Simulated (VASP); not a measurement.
# ZnSeS (P-6m2) in VASP: notebook

ZnSeS is run at these levels: PBE; tasks: single point, relaxation of cell and atoms.

All numbers are computed with VASP 6.6.1; they aren't measurements. Logs are shortened: lines on timing, memory, paths and dates and some standing lists are left out, and cuts for length are marked.

## 1. The cell of the first run

The structure is hexagonal, space group P-6m2 (No. 187). Conventional cell: a = 4.220 Å, b = 4.220 Å, c = 3.915 Å, α = 90.00°, β = 90.00°, γ = 120.00°. Within 3.2 Å of Zn (site symmetry -6m2) lie 3 Se at 2.44 Å and 6 S at 3.13 Å. Se (site symmetry -6m2) has 3 Zn at 2.44 Å and 6 S at 3.13 Å within 3.2 Å. S (site symmetry -6m2) has 6 Se at 3.13 Å and 6 Zn at 3.13 Å and 8 S at 3.91 to 4.22 Å within 4.3 Å.

The cell was generated, and may not be a known phase.

## 2. Single point, PBE

INCAR reads:

```
PREC     = Accurate       # precision mode
ENCUT    = 520            # plane-wave cutoff, eV
EDIFF    = 1E-6           # SCF threshold, eV
ISMEAR   = 0              # smearing method
SIGMA    = 0.1            # smearing width, eV
LREAL    = False          # projectors in reciprocal space
LASPH    = True           # aspherical terms in the spheres
NELM     = 80             # most SCF steps
ALGO     = Normal         # electronic algorithm
ISIF     = 2              # what is computed and relaxed
LWAVE    = False          # write WAVECAR
LCHARG   = False          # write CHGCAR
GGA      = PE             # functional
NBANDS   = 19             # bands
```

KPOINTS reads:

```
Automatic mesh
0
Gamma
  6 6 4
```

POSCAR reads:

```
ZnSeS
1.0
    4.2203269487      0.0000000000      0.0000000000
   -2.1101634744      3.6549103499      0.0000000000
    0.0000000000      0.0000000000      3.9147667091
Zn Se S
1 1 1
Direct
    0.6666666667      0.3333333333      0.5000000000
    0.3333333333      0.6666666667      0.5000000000
    0.0000000000      0.0000000000      0.0000000000
```

Potentials or basis: VASP PAW PBE potentials, release 64 (Zn, Se, S).

Started as:

```console
$ cat potpaw_PBE.64/Zn/POTCAR potpaw_PBE.64/Se/POTCAR potpaw_PBE.64/S/POTCAR > POTCAR
$ mpirun -np 1 vasp_std > vasp.out
```

OUTCAR:

```text
PREC = Accurate
   ENCUT = 520
   EDIFF = 1E-6
   ISMEAR = 0
   LREAL = False
   LASPH = True
   NELM = 80
   ISIF = 2
   GGA = PE

 ion  position               nearest neighbor table
   1  0.667  0.333  0.500-   2 2.44   2 2.44   2 2.44
   2  0.333  0.667  0.500-   1 2.44   1 2.44   1 2.44
   3  0.000  0.000  0.000-

  LATTYP: Found a hexagonal cell.
 ALAT       =     4.2203269487
 C/A-ratio  =     0.9275979697

  Lattice vectors:

 A1 = (   4.2203269487,   0.0000000000,   0.0000000000)
 A2 = (  -2.1101634744,   3.6549103499,   0.0000000000)
 A3 = (   0.0000000000,   0.0000000000,   3.9147667091)

Analysis of symmetry for initial positions (statically):
=====================================================================
 Subroutine PRICEL returns:
 Original cell was already a primitive cell.

 Routine SETGRP: Setting up the symmetry group for a
 hexagonal supercell.

 Subroutine GETGRP returns: Found 12 space group operations
 (whereof 12 operations were pure point group operations)
 out of a pool of 24 trial point group operations.

The static configuration has the point symmetry D_3h.

Analysis of symmetry for dynamics (positions and initial velocities):
=====================================================================
 Subroutine PRICEL returns:
 Original cell was already a primitive cell.

 Routine SETGRP: Setting up the symmetry group for a
 hexagonal supercell.

 Subroutine GETGRP returns: Found 12 space group operations
 (whereof 12 operations were pure point group operations)
 out of a pool of 24 trial point group operations.

The dynamic configuration has the point symmetry D_3h.

 Subroutine INISYM returns: Found 12 space group operations
 (whereof 12 operations are pure point group operations),
 and found     1 'primitive' translations

----------------------------------------------------------------------------------------

                                     Primitive cell

  volume of cell :      60.3850

  direct lattice vectors                    reciprocal lattice vectors
     4.220326949  0.000000000  0.000000000     0.236948467  0.136802261  0.000000000
    -2.110163474  3.654910350  0.000000000     0.000000000  0.273604522  0.000000000
     0.000000000  0.000000000  3.914766709     0.000000000  0.000000000  0.255443063

  length of vectors
     4.220326949  4.220326949  3.914766709     0.273604522  0.273604522  0.255443063

  position of ions in fractional coordinates (direct lattice)
     0.666666667  0.333333333  0.500000000
     0.333333333  0.666666667  0.500000000
     0.000000000  0.000000000  0.000000000

  ion indices of the primitive-cell ions
   primitive index   ion index
                 1           1
                 2           2
                 3           3

----------------------------------------------------------------------------------------

 KPOINTS: Automatic mesh

Automatic generation of k-mesh.
 Grid dimensions read from file:
 generate k-points for:    6    6    4

 Generating k-lattice:

  Cartesian coordinates                     Fractional coordinates (reciprocal lattice)
     0.039491411  0.022800377  0.000000000     0.166666667 -0.000000000  0.000000000
     0.000000000  0.045600754  0.000000000     0.000000000  0.166666667  0.000000000
     0.000000000  0.000000000  0.063860766     0.000000000  0.000000000  0.250000000

  Length of vectors
     0.045600754  0.045600754  0.063860766

  Shift w.r.t. Gamma in fractional coordinates (k-lattice)
     0.000000000  0.000000000  0.000000000

 Subroutine IBZKPT returns following result:
 ===========================================

 Found     21 irreducible k-points:

 Following reciprocal coordinates:
            Coordinates               Weight
  0.000000  0.000000  0.000000      1.000000
  0.166667  0.000000  0.000000      6.000000
  0.333333 -0.000000  0.000000      6.000000
  0.500000  0.000000  0.000000      3.000000
  0.166667  0.166667  0.000000      6.000000
  0.333333  0.166667  0.000000     12.000000
[... 13 lines left out ...]
  0.333333  0.166667  0.500000     12.000000
  0.333333  0.333333  0.500000      2.000000
   k-points           NKPTS =     21   k-points in BZ     NKDIM =     21   number of bands    NBANDS=     19
   number of dos      NEDOS =    301   number of ions     NIONS =      3
   total plane-waves  NPLWV =  30720
   dimension x,y,z NGX =    32 NGY =   32 NGZ =   30
   dimension x,y,z NGXF=    64 NGYF=   64 NGZF=   60
   ions per type =               1   1   1
   NGX,Y,Z   is equivalent  to a cutoff of  12.61, 12.61, 12.74 a.u.
   NGXF,Y,Z  is equivalent  to a cutoff of  25.21, 25.21, 25.48 a.u.
 SYSTEM =  unknown system
   PREC   = accura    normal or accurate (medium, high low for compatibility)
   ISTART =      0    job   : 0-new  1-cont  2-samecut
   ICHARG =      2    charge: 1-file 2-atom 10-const
   ISPIN  =      1    spin polarized calculation?
   LNONCOLLINEAR =      F non collinear calculations
   LSORBIT =      F    spin-orbit coupling
   LASPH  =      T    aspherical Exc in radial PAW
   ENCUT  =  520.0 eV  38.22 Ry    6.18 a.u.   7.85  7.85  7.28*2*pi/ulx,y,z
   NELM   =     80;   NELMIN=  2; NELMDL= -5     # of ELM steps
   EDIFF  = 0.1E-05   stopping-criterion for ELM
   LREAL  =      F    real-space projection
   EDIFFG = 0.1E-04   stopping-criterion for IOM
   NSW    =      0    number of steps for IOM
   IBRION =     -1    ionic relax: 0-MD 1-quasi-New 2-CG
   NFREE  =      0    steps in history (QN), initial steepest desc. (CG)
   ISIF   =      2    stress and relaxation
   ISYM   =      2    0-nonsym 1-usesym 2-fastsym
   POTIM  = 0.5000    time-step for ionic-motion
   TEBEG  =    0.0;   TEEND  =   0.0 temperature during run
   PSTRESS=    0.0 pullay stress
   NELECT =      24.0000    total number of electrons
   NUPDOWN=      -1.0000    fix difference up-down
   EMIN   =  10.00;   EMAX   =-10.00  energy-range for DOS
   EFERMI =   0.00;   METHOD = LEGACY
   ISMEAR =     0;   SIGMA  =   0.10  broadening in eV -4-tet -1-fermi 0-gaus
   EFERMI_NEDOS =   21; number of points for ismear=-14 and -15
   IALGO  =     38    algorithm
   IMIX   =      4    mixing-type and parameters
     AMIX     =   0.40;   BMIX     =  1.00
     AMIX_MAG =   1.60;   BMIX_MAG =  1.00
  volume/ion in A,a.u.               =      20.13       135.83
  Fermi-wavevector in a.u.,A,eV,Ry     =   1.203656  2.274580 19.711950  1.448787
  Thomas-Fermi vector in A             =   2.339403
   LORBIT       =      0    0 simple, 1 ext, 2 COOP (PROOUT), +10 PAW based schemes
   GGA     = PE    functional components
   LHFCALC =     F    Hartree Fock is set to
   AEXX    =    0.0000 exact exchange contribution
   IVDW    =     0    specifies the selected vdW correction
   LEPSILON=     F    determine dielectric tensor
   LRPA    =     F    only Hartree local field effects (RPA)
 non-spin polarized calculation
 Gauss-broadening in eV      SIGMA  =   0.10
  energy-cutoff  :      520.00
  volume of cell :       60.38
 maximum number of plane-waves:      1644
 NGX is ok and might be reduce to    32
   NGX = 15   NGY = 15   NGZ = 15

 number of electron      24.0000000 magnetization

 Free energy of the ion-electron system (eV)
  ---------------------------------------------------
  ext. energy  EPLUGINS =         0.00000000
  ---------------------------------------------------
  free energy    TOTEN  =        -7.84581022 eV

  energy without entropy =       -7.83551652  energy(sigma->0) =       -7.84066337

 E-fermi :   3.4778     XC(G=0): -10.0954

 val. band max:        3.4751081750   @ k =   0.3333  -0.0000   0.5000
 cond. band min:       3.4978451004   @ k =   0.3333   0.3333   0.2500
 fundamental gap:      0.0227369254
 Fermi energy:         3.4778088125

 k-point     1 :       0.0000    0.0000    0.0000
  band No.  band energies     occupation
      1     -11.0323      2.00000
      2      -7.2546      2.00000
      3      -3.8086      2.00000
      4      -3.8086      2.00000
      5      -3.3184      2.00000
      6      -3.3184      2.00000
[... 11 lines left out ...]
     18      12.6888      0.00000
     19      13.8817      0.00000

 k-point     2 :       0.1667    0.0000    0.0000
  band No.  band energies     occupation
      1     -10.8453      2.00000
      2      -7.4697      2.00000
      3      -3.7491      2.00000
      4      -3.7334      2.00000
      5      -3.3489      2.00000
      6      -3.3210      2.00000
[... 11 lines left out ...]
     18      11.4737      0.00000
     19      13.3639      0.00000

 k-point     3 :       0.3333   -0.0000    0.0000
  band No.  band energies     occupation
      1     -10.3676      2.00000
      2      -7.9913      2.00000
      3      -3.6115      2.00000
      4      -3.5934      2.00000
      5      -3.4022      2.00000
      6      -3.3261      2.00000
[... 11 lines left out ...]
     18      11.2557      0.00000
     19      12.7380      0.00000

 k-point     4 :       0.5000    0.0000    0.0000
  band No.  band energies     occupation
      1     -10.0158      2.00000
      2      -8.3613      2.00000
      3      -3.5299      2.00000
      4      -3.5265      2.00000
      5      -3.4256      2.00000
      6      -3.3286      2.00000
[... 11 lines left out ...]
     18      12.2362      0.00000
     19      12.5084      0.00000

 k-point     5 :       0.1667    0.1667    0.0000
  band No.  band energies     occupation
      1     -10.5088      2.00000
      2      -7.8304      2.00000
      3      -3.6830      2.00000
      4      -3.6047      2.00000
      5      -3.3845      2.00000
      6      -3.3299      2.00000
[... 11 lines left out ...]
     18      11.4085      0.00000
     19      14.1378      0.00000
[... 268 lines left out ...]
      2      -8.1331      2.00000
      3      -3.6762      2.00000
      4      -3.5193      2.00000
      5      -3.4152      2.00000
      6      -3.3998      2.00000
[... 11 lines left out ...]
     18      14.2978      0.00000
     19      14.4274      0.00000

 k-point    19 :       0.1667    0.1667    0.5000
  band No.  band energies     occupation
      1      -9.8495      2.00000
      2      -8.2827      2.00000
      3      -3.8037      2.00000
      4      -3.6101      2.00000
      5      -3.4281      2.00000
      6      -3.3370      2.00000
[... 11 lines left out ...]
     18      12.0846      0.00000
     19      14.3748      0.00000

 k-point    20 :       0.3333    0.1667    0.5000
  band No.  band energies     occupation
      1      -9.6407      2.00000
      2      -8.1338      2.00000
      3      -3.6954      2.00000
      4      -3.5127      2.00000
      5      -3.4927      2.00000
      6      -3.3129      2.00000
[... 11 lines left out ...]
     18      14.1603      0.00000
     19      14.9847      0.00000

 k-point    21 :       0.3333    0.3333    0.5000
  band No.  band energies     occupation
      1      -9.5699      2.00000
      2      -8.0816      2.00000
      3      -3.5862      2.00000
      4      -3.5861      2.00000
      5      -3.4874      2.00000
      6      -3.2785      2.00000
[... 11 lines left out ...]
     18      14.9131      0.00000
     19      15.7716      0.00000

------------------------ aborting loop because EDIFF is reached ----------------------------------------

  FORCE on cell =-STRESS in cart. coord.  units (eV):
  Direction    XX          YY          ZZ          XY          YZ          ZX
  --------------------------------------------------------------------------------------
  -------------------------------------------------------------------------------------
  Total        0.1396296      0.1396296     -0.0273284     -0.0000000      0.0000000     -0.0000000
  in kB        3.7047526      3.7047526     -0.7250980     -0.0000000      0.0000000     -0.0000000
  external PRESSURE =       2.2281358 kB  Pullay stress =       0.0000000 kB

 VOLUME and BASIS-vectors are now :
 -----------------------------------------------------------------------------
  energy-cutoff  :      520.00
  volume of cell :       60.38
      direct lattice vectors                 reciprocal lattice vectors
     4.220326949  0.000000000  0.000000000     0.236948467  0.136802261  0.000000000
    -2.110163474  3.654910350  0.000000000     0.000000000  0.273604522  0.000000000
     0.000000000  0.000000000  3.914766709     0.000000000  0.000000000  0.255443063

 POSITION                                       TOTAL-FORCE (eV/Angst)
 -----------------------------------------------------------------------------------
      2.11016      1.21830      1.95738        -0.000000      0.000000      0.000000
     -0.00000      2.43661      1.95738         0.000000     -0.000000      0.000000
      0.00000      0.00000      0.00000         0.000000      0.000000      0.000000
 -----------------------------------------------------------------------------------
    total drift:                                0.000001     -0.000001      0.000000

  FREE ENERGIE OF THE ION-ELECTRON SYSTEM (eV)
  ---------------------------------------------------
  free  energy   TOTEN  =        -7.8458102172 eV

  energy  without entropy=       -7.8355165226  energy(sigma->0) =       -7.84066337
```

Wall time 58 s (1 thread of Intel Xeon 8259CL, shared host); peak memory 0.19 GiB.

Results:

```
Free energy            : -7.8458 eV
Pressure               : 0.2 GPa
Band gap on the k mesh : zero (bands 12 and 13 overlap by 1.84 eV)
```

Stress tensor (GPa, compression positive):
```
 0.37  0.00  0.00
 0.00  0.37  0.00
 0.00  0.00 -0.07
```

Caveat: the k points lie up to 0.40 Å⁻¹ apart, too coarse for converged energies and pressures of a metal.

## 3. Single point, PBE

This run uses another cell than the first one, of 23.40 Å³/atom.

INCAR reads:

```
SYSTEM = ZnSeS
ALGO = Normal ; EDIFF = 1E-6
ENCUT = 520 ; GGA = PE
ISIF = 2 ; ISMEAR = 0
LASPH = .True. ; LCHARG = .False.
LREAL = .False. ; LWAVE = .False.
NBANDS = 19 ; NELM = 60
PREC = Accurate ; SIGMA = 0.1
```

KPOINTS reads:

```
k-points
0
Gamma
  6 6 4
  0 0 0
```

POSCAR reads:

```
ZnSeS
1.0
    4.3424524400      0.0000000000      0.0000000000
   -2.1712262200      3.7606741300      0.0000000000
    0.0000000000      0.0000000000      4.2990972500
Zn Se S
1 1 1
Direct
    0.6666666700      0.3333333300      0.5000000000
    0.3333333300      0.6666666700      0.5000000000
    0.0000000000      0.0000000000      0.0000000000
```

Potentials or basis: VASP PAW PBE potentials, release 64 (Zn, Se, S).

Started as:

```console
$ cat potpaw_PBE.64/Zn/POTCAR potpaw_PBE.64/Se/POTCAR potpaw_PBE.64/S/POTCAR > POTCAR
$ mpirun -np 1 vasp_std > vasp.out
```

Run time: 48 s. Hardware: 1 thread of Intel Xeon 8259CL, shared host; peak memory 0.19 GiB.

Results (log left out):

| Property | Result |
| --- | --- |
| Free energy | -7.6761 eV |
| Pressure | -5.4 GPa |
| Band gap on the k mesh | zero (bands 12 and 13 overlap by 1.23 eV) |

Stress tensor (GPa, compression positive):
```
-5.78  0.00  0.00
 0.00 -5.78  0.00
 0.00  0.00 -4.56
```

Levels at points of the mesh, in eV from the Fermi level:
```tsv
k point	band 8	band 9	band 10	band 11	band 12	band 13	band 14	band 15	band 16	band 17
(0.00, 0.00, 0.00)	-3.02	-1.87	-1.87	-0.71	-0.71	0.17	1.06	5.22	6.16	6.16
(0.50, 0.00, 0.00)	-4.98	-3.37	-1.54	-1.01	-0.63	0.31	2.37	5.41	7.48	7.88
(0.00, 0.00, 0.50)	-2.07	-1.95	-1.51	-1.51	-0.69	-0.69	2.02	4.68	4.68	5.22
(0.50, 0.00, 0.50)	-5.19	-3.60	-2.59	-1.03	-1.00	0.15	3.54	4.58	9.09	9.33
```

Caveat: the k points lie up to 0.37 Å⁻¹ apart, too coarse for converged energies and pressures of a metal.

## 4. Relaxation of cell and atoms, PBE

This run uses another cell than the first one, of 23.40 Å³/atom.

INCAR reads:

```
SYSTEM = ZnSeS
  PREC = Accurate
  ENCUT = 600
  EDIFF = 1E-7
  ISMEAR = 0
  SIGMA = 0.1
  LREAL = .FALSE.
  LASPH = .TRUE.
  NELM = 80
  ALGO = Normal
  ISIF = 3
  LWAVE = .FALSE.
  LCHARG = .FALSE.
  GGA = PE
  IBRION = 2
  NSW = 90
  EDIFFG = -0.04
```

KPOINTS reads:

```
Automatic mesh
0
G
  6 6 4
  0 0 0
```

POSCAR is that of step 3.

Started as:

```console
$ cat potpaw_PBE.64/Zn/POTCAR potpaw_PBE.64/Se/POTCAR potpaw_PBE.64/S/POTCAR > POTCAR
$ mpirun -np 1 vasp_std > vasp.out
```

Wall time 5.7 min (1 thread of Intel Xeon 8259CL, shared host); peak memory 0.24 GiB.

It converged, with:

* Free energy: -7.8472 eV
* Relaxed volume: 20.08 Å³/atom
* Relaxed cell: a = 4.227 Å, b = 4.227 Å, c = 3.893 Å, α = 90.00°, β = 90.00°, γ = 120.00°
* Space group after relaxing (to 0.1 Å): P-6m2 (No. 187)
* Energy gained by relaxing: 57.1 meV/atom
* Ionic steps: 6
* Pressure after relaxing: 0.2 GPa
* Band gap on the k mesh: zero (bands 12 and 13 overlap by 1.86 eV)

Stress tensor (GPa, compression positive):
```
0.21 0.00 0.00
0.00 0.21 0.00
0.00 0.00 0.10
```

Step by step:
```csv
step,energy change (eV),largest force (eV/Å),pressure (GPa),volume (Å³)
1,0.0000,0.0000,-5.36,70.21
2,-0.1373,0.0000,0.16,62.55
3,-0.1377,0.0000,-0.14,62.87
4,-0.1519,0.0000,-0.08,62.25
5,-0.1693,0.0000,0.08,60.90
6,-0.1713,0.0000,0.18,60.23
```

Final structure:
```
CELL_PARAMETERS angstrom
4.22667 0.00000 0.00000
-2.11334 3.66041 0.00000
0.00000 0.00000 3.89307
ATOMIC_POSITIONS crystal
Zn 0.66667 0.33333 0.50000
Se 0.33333 0.66667 0.50000
S 0.00000 0.00000 0.00000
```

Levels at points of the mesh, in eV from the Fermi level:
```csv
k point,band 9,band 10,band 11,band 12,band 13,band 14,band 15,band 16
"(0.00, 0.00, 0.00)",-2.35,-2.35,-1.17,-1.17,0.33,1.34,4.74,6.62
"(0.50, 0.00, 0.00)",-4.22,-1.64,-0.99,-0.66,0.54,2.36,5.94,7.64
"(0.00, 0.00, 0.50)",-2.31,-1.65,-1.65,-1.17,-1.17,2.56,4.33,4.33
"(0.50, 0.00, 0.50)",-4.53,-2.95,-1.52,-1.34,-0.14,4.17,4.68,9.66
```

Caveat: the k points lie up to 0.40 Å⁻¹ apart in the final cell, too coarse for converged energies and pressures of a metal.

## 5. Overview

| task | cell | cutoff (eV) | gap on the mesh (eV) | pressure (GPa) |
| --- | --- | --- | --- | --- |
| single point | a = 4.220, b = 4.220, c = 3.915 Å, angles 90.0, 90.0, 120.0°, 3 atoms | 520 | none | 0.2 |
| single point | a = 4.342, b = 4.342, c = 4.299 Å, angles 90.0, 90.0, 120.0°, 3 atoms | 520 | none | -5.4 |
| relaxation of cell and atoms | relaxed from a = 4.342, b = 4.342, c = 4.299 Å, angles 90.0, 90.0, 120.0°, 3 atoms | 600 | none | 0.2 |

Alike in all rows: level PBE; potentials or basis VASP PAW PBE potentials, release 64 (Zn, Se, S); no spin polarisation; k mesh 6 × 6 × 4; smearing gaussian 0.1 eV.

Caveats: all runs use coarse meshes.

Total energies depend on the potentials used, so only differences within one code and one set of settings carry meaning.

The gap in the log of VASP goes by the Fermi energy; the results here count the filled bands.